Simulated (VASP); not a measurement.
# BaLi7F9 in VASP: further runs

Runs on BaLi7F9. Level: PBE. Tasks: single point.

Everything below comes from runs of VASP 6.6.1. Logs are shortened: lines on timing, memory, paths and dates and some standing lists are left out, and cuts for length are marked.

### Step 1. The cell of the first run

The cell holds an amorphous packing of atoms, 17 atoms: a = 5.603 Å, b = 5.754 Å, c = 5.541 Å, α = 91.46°, β = 90.77°, γ = 89.43°.

### Step 2. Single point, PBE

INCAR reads:

```
ALGO     = Normal         # electronic algorithm
EDIFF    = 1E-6           # SCF threshold, eV
ENCUT    = 910            # plane-wave cutoff, eV
GGA      = PE             # functional
GGA_COMPAT= False        
ISIF     = 2              # what is computed and relaxed
ISMEAR   = -1             # smearing method
ISYM     = 0            
LASPH    = True           # aspherical terms in the spheres
LCHARG   = False          # write CHGCAR
LREAL    = Auto         
LWAVE    = False          # write WAVECAR
NBANDS   = 61             # bands
NELM     = 120            # most SCF steps
PREC     = Accurate       # precision mode
SIGMA    = 0.05           # smearing width, eV
```

KPOINTS reads:

```
k-points
0
Gamma
  1 1 1
```

POSCAR reads:

```
BaLi7F9
1.0
    5.6029570000      0.0278370000     -0.0374620000
    0.0278370000      5.7534950000     -0.0718080000
   -0.0374620000     -0.0718080000      5.5402340000
Ba F Li
1 9 7
Direct
    0.7845453521      0.0137334536      0.6860063690
    0.6597182090      0.6460779171      0.4321613359
    0.0034738764      0.3974620103      0.5529104169
    0.2678707909      0.5386603146      0.2131816265
    0.7963635124      0.6246020178      0.9506316505
    0.3270939269      0.7640093646      0.7421369886
    0.4981659191      0.1129725208      0.2489733507
    0.4766390682      0.2976753452      0.8303505455
    0.0384886485      0.2005530826     -0.0155614045
    0.0881548347      0.9148559842      0.3699907684
    0.1763976283      0.2362453690      0.3332627314
    0.9657607881      0.6048420409      0.2987068467
    0.5838849594      0.5531069088      0.7236441636
    0.5672095099      0.3956702220      0.1577269281
    0.1225336954      0.4873429924      0.8549248069
    0.3097101434      1.0150840854     -0.0489693180
    0.3834233706      0.7915999831      0.3998565797
```

Potentials or basis: VASP PAW PBE potentials, release 64 (Ba_sv, F_h, Li_sv).

The run is started by

```
$ cat potpaw_PBE.64/Ba_sv/POTCAR potpaw_PBE.64/F_h/POTCAR potpaw_PBE.64/Li_sv/POTCAR > POTCAR
$ mpirun -np 1 vasp_gam > vasp.out
```

OUTCAR:

```text
EDIFF = 1E-6
   ENCUT = 910
   GGA = PE
   ISIF = 2
   ISMEAR = -1
   ISYM = 0
   LASPH = True
   LREAL = Auto
   NELM = 120
   PREC = Accurate

 ion  position               nearest neighbor table
   1  0.785  0.014  0.686-   9 2.41   8 2.49  10 2.51   2 2.61   3 2.66   5 2.71  13 2.90   7 2.95
                             6 2.97  17 3.01  16 3.06  11 3.25  16 3.27  13 3.29  12 3.31  15 3.44
   2  0.660  0.646  0.432-  17 1.76  13 1.77  12 1.89   1 2.61
   3  0.003  0.397  0.553-  11 1.80  15 1.86  12 1.88   1 2.66
   4  0.268  0.539  0.213-  12 1.80  17 1.88  14 1.89  11 1.95
   5  0.796  0.625  0.951-  13 1.76  15 2.05   1 2.71
   6  0.327  0.764  0.742-  16 1.83  13 1.88  17 1.94   1 2.97
   7  0.498  0.113  0.249-  14 1.76  11 1.99  16 2.02   1 2.95
   8  0.477  0.298  0.830-  13 1.72  14 1.95  16 2.02   1 2.49
   9  0.038  0.201  0.984-  16 1.86  15 1.88   1 2.41
  10  0.088  0.915  0.370-  17 1.80  11 1.94  12 1.95   1 2.51
  11  0.176  0.236  0.333-   3 1.80  10 1.94   4 1.95   7 1.99  12 2.43  16 2.56  14 2.59   1 3.25

  12  0.966  0.605  0.299-   4 1.80   3 1.88   2 1.89  10 1.95  11 2.43   1 3.31
  13  0.584  0.553  0.724-   8 1.72   5 1.76   2 1.77   6 1.88  17 2.53  14 2.59   1 2.90   1 3.29

  14  0.567  0.396  0.158-   7 1.76   4 1.89   8 1.95  11 2.59  13 2.59   1 3.59
  15  0.123  0.487  0.855-   3 1.86   9 1.88   5 2.05   1 3.44
  16  0.310  0.015  0.951-   6 1.83   9 1.86   8 2.02   7 2.02  11 2.56   1 3.06   1 3.27
  17  0.383  0.792  0.400-   2 1.76  10 1.80   4 1.88   6 1.94  13 2.53   1 3.01

IMPORTANT INFORMATION: All symmetrisations will be switched off!
NOSYMM: (Re-)initialisation of all symmetry stuff for point group C_1.

----------------------------------------------------------------------------------------

                                     Primitive cell

  volume of cell :     178.5571

  direct lattice vectors                    reciprocal lattice vectors
     5.602957000  0.027837000 -0.037462000     0.178489399 -0.000848655  0.001195912
     0.027837000  5.753495000 -0.071808000    -0.000848655  0.173839554  0.002247428
    -0.037462000 -0.071808000  5.540234000     0.001195912  0.002247428  0.180535007

  length of vectors
     5.603151385  5.754010428  5.540825982     0.178495422  0.173856153  0.180552956

  position of ions in fractional coordinates (direct lattice)
     0.784545352  0.013733454  0.686006369
     0.659718209  0.646077917  0.432161336
     0.003473876  0.397462010  0.552910417
     0.267870791  0.538660315  0.213181627
     0.796363512  0.624602018  0.950631651
     0.327093927  0.764009365  0.742136989
     0.498165919  0.112972521  0.248973351
     0.476639068  0.297675345  0.830350545
     0.038488648  0.200553083  0.984438596
     0.088154835  0.914855984  0.369990768
     0.176397628  0.236245369  0.333262731
     0.965760788  0.604842041  0.298706847
     0.583884959  0.553106909  0.723644164
     0.567209510  0.395670222  0.157726928
     0.122533695  0.487342992  0.854924807
     0.309710143  0.015084085  0.951030682
     0.383423371  0.791599983  0.399856580

  ion indices of the primitive-cell ions
   primitive index   ion index
                 1           1
                 2           2
                 3           3
                 4           4
                 5           5
                 6           6
                 7           7
                 8           8
                 9           9
                10          10
                11          11
                12          12
                13          13
                14          14
                15          15
                16          16
                17          17

----------------------------------------------------------------------------------------

 KPOINTS: k-points

Automatic generation of k-mesh.
 Grid dimensions read from file:
 generate k-points for:    1    1    1

 Generating k-lattice:

  Cartesian coordinates                     Fractional coordinates (reciprocal lattice)
     0.178489399 -0.000848655  0.001195912     1.000000000  0.000000000  0.000000000
    -0.000848655  0.173839554  0.002247428     0.000000000  1.000000000  0.000000000
     0.001195912  0.002247428  0.180535007     0.000000000  0.000000000  1.000000000

  Length of vectors
     0.178495422  0.173856153  0.180552956

  Shift w.r.t. Gamma in fractional coordinates (k-lattice)
     0.000000000  0.000000000  0.000000000

 Subroutine IBZKPT returns following result:
 ===========================================

 Found      1 irreducible k-points:

 Following reciprocal coordinates:
            Coordinates               Weight
  0.000000  0.000000  0.000000      1.000000
   k-points           NKPTS =      1   k-points in BZ     NKDIM =      1   number of bands    NBANDS=     61
   number of dos      NEDOS =    301   number of ions     NIONS =     17
   total plane-waves  NPLWV = 188160
   dimension x,y,z NGX =    56 NGY =   60 NGZ =   56
   dimension x,y,z NGXF=   112 NGYF=  120 NGZF=  112
   ions per type =               1   9   7
   NGX,Y,Z   is equivalent  to a cutoff of  16.62, 17.34, 16.80 a.u.
   NGXF,Y,Z  is equivalent  to a cutoff of  33.23, 34.67, 33.60 a.u.
 SYSTEM =  unknown system
   PREC   = accura    normal or accurate (medium, high low for compatibility)
   ISTART =      0    job   : 0-new  1-cont  2-samecut
   ICHARG =      2    charge: 1-file 2-atom 10-const
   ISPIN  =      1    spin polarized calculation?
   LNONCOLLINEAR =      F non collinear calculations
   LSORBIT =      F    spin-orbit coupling
   LASPH  =      T    aspherical Exc in radial PAW
   ENCUT  =  910.0 eV  66.88 Ry    8.18 a.u.  13.78 14.15 13.63*2*pi/ulx,y,z
   NELM   =    120;   NELMIN=  2; NELMDL= -5     # of ELM steps
   EDIFF  = 0.1E-05   stopping-criterion for ELM
   LREAL  =      T    real-space projection
   EDIFFG = 0.1E-04   stopping-criterion for IOM
   NSW    =      0    number of steps for IOM
   IBRION =     -1    ionic relax: 0-MD 1-quasi-New 2-CG
   NFREE  =      0    steps in history (QN), initial steepest desc. (CG)
   ISIF   =      2    stress and relaxation
   ISYM   =      0    0-nonsym 1-usesym 2-fastsym
   POTIM  = 0.5000    time-step for ionic-motion
   TEBEG  =    0.0;   TEEND  =   0.0 temperature during run
   PSTRESS=    0.0 pullay stress
   NELECT =      94.0000    total number of electrons
   NUPDOWN=      -1.0000    fix difference up-down
   EMIN   =  10.00;   EMAX   =-10.00  energy-range for DOS
   EFERMI =   0.00;   METHOD = LEGACY
   ISMEAR =    -1;   SIGMA  =   0.05  broadening in eV -4-tet -1-fermi 0-gaus
   EFERMI_NEDOS =   21; number of points for ismear=-14 and -15
   IALGO  =     38    algorithm
   IMIX   =      4    mixing-type and parameters
     AMIX     =   0.40;   BMIX     =  1.00
     AMIX_MAG =   1.60;   BMIX_MAG =  1.00
  volume/ion in A,a.u.               =      10.50        70.88
  Fermi-wavevector in a.u.,A,eV,Ry     =   1.321879  2.497989 23.774334  1.747364
  Thomas-Fermi vector in A             =   2.451601
   LORBIT       =      0    0 simple, 1 ext, 2 COOP (PROOUT), +10 PAW based schemes
   GGA     = PE    functional components
   LHFCALC =     F    Hartree Fock is set to
   AEXX    =    0.0000 exact exchange contribution
   IVDW    =     0    specifies the selected vdW correction
   LEPSILON=     F    determine dielectric tensor
   LRPA    =     F    only Hartree local field effects (RPA)
 non-spin polarized calculation
  energy-cutoff  :      910.00
  volume of cell :      178.56
 maximum number of plane-waves:      5566
 NGX is ok and might be reduce to    54
   NGX = 27   NGY = 29   NGZ = 27

 number of electron      94.0000005 magnetization

 Free energy of the ion-electron system (eV)
  ---------------------------------------------------
  ext. energy  EPLUGINS =         0.00000000
  ---------------------------------------------------
  free energy    TOTEN  =       -81.67172136 eV

  energy without entropy =      -81.67172136  energy(sigma->0) =      -81.67172136

 E-fermi :   0.4696     XC(G=0):  -9.3317

 val. band max:       -0.8725753183   @ k =   0.0000   0.0000   0.0000
 cond. band min:       6.4121512763   @ k =   0.0000   0.0000   0.0000
 fundamental gap:      7.2847265946
 Fermi energy:         0.4696241388

 k-point     1 :       0.0000    0.0000    0.0000
  band No.  band energies     occupation
      1     -42.6540      2.00000
      2     -42.1761      2.00000
      3     -41.9212      2.00000
      4     -41.8098      2.00000
      5     -41.7725      2.00000
      6     -41.7370      2.00000
      7     -41.7129      2.00000
      8     -24.2209      2.00000
      9     -20.9725      2.00000
     10     -20.9090      2.00000
     11     -20.7570      2.00000
     12     -20.5586      2.00000
     13     -20.5147      2.00000
     14     -20.3067      2.00000
     15     -20.2361      2.00000
     16     -20.2194      2.00000
     17     -20.1552      2.00000
     18      -9.5402      2.00000
     19      -9.4556      2.00000
     20      -9.3782      2.00000
     21      -3.5036      2.00000
     22      -3.4063      2.00000
     23      -3.3590      2.00000
     24      -3.1782      2.00000
     25      -3.0988      2.00000
     26      -2.9977      2.00000
     27      -2.8644      2.00000
     28      -2.7377      2.00000
     29      -2.6582      2.00000
     30      -2.5750      2.00000
     31      -2.3571      2.00000
     32      -2.3047      2.00000
     33      -2.1159      2.00000
     34      -2.0039      2.00000
     35      -1.9528      2.00000
     36      -1.7622      2.00000
     37      -1.6985      2.00000
     38      -1.5739      2.00000
     39      -1.5227      2.00000
     40      -1.4726      2.00000
     41      -1.3664      2.00000
     42      -1.2562      2.00000
     43      -1.2017      2.00000
     44      -1.1087      2.00000
     45      -0.9850      2.00000
     46      -0.9325      2.00000
     47      -0.8726      2.00000
     48       6.4122      0.00000
     49       7.3812      0.00000
     50       8.0202      0.00000
     51       8.4908      0.00000
     52       9.3104      0.00000
     53       9.3751      0.00000
     54       9.6868      0.00000
     55      10.3450      0.00000
     56      11.2617      0.00000
     57      11.5118      0.00000
     58      12.0401      0.00000
     59      12.2637      0.00000
 [bands above 59 left out]

------------------------ aborting loop because EDIFF is reached ----------------------------------------

  FORCE on cell =-STRESS in cart. coord.  units (eV):
  Direction    XX          YY          ZZ          XY          YZ          ZX
  --------------------------------------------------------------------------------------
  -------------------------------------------------------------------------------------
  Total       10.3968932      8.4231969      7.1500190     -0.9162657      0.2469863      0.0034501
  in kB       93.2904101     75.5806063     64.1564927     -8.2215718      2.2161863      0.0309578
  external PRESSURE =      77.6758363 kB  Pullay stress =       0.0000000 kB

 VOLUME and BASIS-vectors are now :
 -----------------------------------------------------------------------------
  energy-cutoff  :      910.00
  volume of cell :      178.56
      direct lattice vectors                 reciprocal lattice vectors
     5.602957000  0.027837000 -0.037462000     0.178489399 -0.000848655  0.001195912
     0.027837000  5.753495000 -0.071808000    -0.000848655  0.173839554  0.002247428
    -0.037462000 -0.071808000  5.540234000     0.001195912  0.002247428  0.180535007

 POSITION                                       TOTAL-FORCE (eV/Angst)
 -----------------------------------------------------------------------------------
      4.37046      0.05159      3.77026         0.234655     -0.159942     -0.345875
      3.69817      3.70454      2.32317         0.149939     -0.227632     -0.576840
      0.00982      2.24719      3.03458         0.048004     -0.430677     -0.050032
      1.50788      3.09133      1.13236         0.208351     -0.279918     -0.589861
      4.44376      3.54755      5.19204         0.549957      0.165959      0.670369
      1.82616      4.35154      4.04450         0.126523      0.330208      0.453775
      2.78502      0.64598      1.35260        -0.057792     -0.870599      0.525310
      2.64777      1.66632      4.56111        -0.634404     -0.352553     -0.141257
      0.18435      1.08426      5.43818         0.458606     -0.209996      0.877909
      0.50553      5.23950      1.98084        -0.297464      0.489836     -0.267748
      0.98244      1.34022      1.82278         0.182093     -0.262493     -0.464342
      5.41676      3.48539      1.57529        -0.201477      0.661280     -0.023592
      3.25977      3.14659      3.94757        -0.086465     -0.007926     -0.053284
      3.18316      2.28095      0.82418        -0.012993      0.710288     -0.244120
      0.66809      2.74595      4.69690         0.065373      0.079355      0.152180
      1.70009      0.02712      5.25625        -0.095771      0.383325      0.482703
      2.15536      4.53643      2.14409        -0.637133     -0.018517     -0.405295
 -----------------------------------------------------------------------------------
    total drift:                                0.027966      0.025288     -0.004965

  FREE ENERGIE OF THE ION-ELECTRON SYSTEM (eV)
  ---------------------------------------------------
  free  energy   TOTEN  =       -81.6717213624 eV

  energy  without entropy=      -81.6717213624  energy(sigma->0) =      -81.67172136
```

It took 46 s on 1 thread of Intel Xeon Platinum 8488C (Sapphire Rapids), shared host; peak memory 0.4 GiB.

Results:

- Free energy: -81.6717 eV
- Pressure: 7.8 GPa
- Largest force: 1.018 eV/Å
- Band gap on the k mesh: 7.28 eV

Forces in eV/Å, atoms in the order of the input:
```
Ba   0.235 -0.160 -0.346
F    0.150 -0.228 -0.577
F    0.048 -0.431 -0.050
F    0.208 -0.280 -0.590
F    0.550  0.166  0.670
F    0.127  0.330  0.454
F   -0.058 -0.871  0.525
F   -0.634 -0.353 -0.141
F    0.459 -0.210  0.878
F   -0.297  0.490 -0.268
Li   0.182 -0.262 -0.464
Li  -0.201  0.661 -0.024
Li  -0.086 -0.008 -0.053
Li  -0.013  0.710 -0.244
Li   0.065  0.079  0.152
Li  -0.096  0.383  0.483
Li  -0.637 -0.019 -0.405
```

Stress tensor (GPa, compression positive):
```
 9.33 -0.82  0.00
-0.82  7.56  0.22
 0.00  0.22  6.42
```

Levels at points of the mesh, in eV from the valence-band top:
| k point | band 45 | band 46 | band 47 | band 48 | band 49 | band 50 |
| --- | --- | --- | --- | --- | --- | --- |
| (0.00, 0.00, 0.00) | -0.11 | -0.06 | 0.00 | 7.28 | 8.25 | 8.89 |

Caveat: the k points lie up to 1.13 Å⁻¹ apart; the cutoff is under 1.25 times the usual one of these potentials, so pressure, stress and relaxed cells hold a basis-set (Pulay) error; spin-orbit coupling is left out, which moves the levels of the heavy elements.

[end of part 1 of 3]
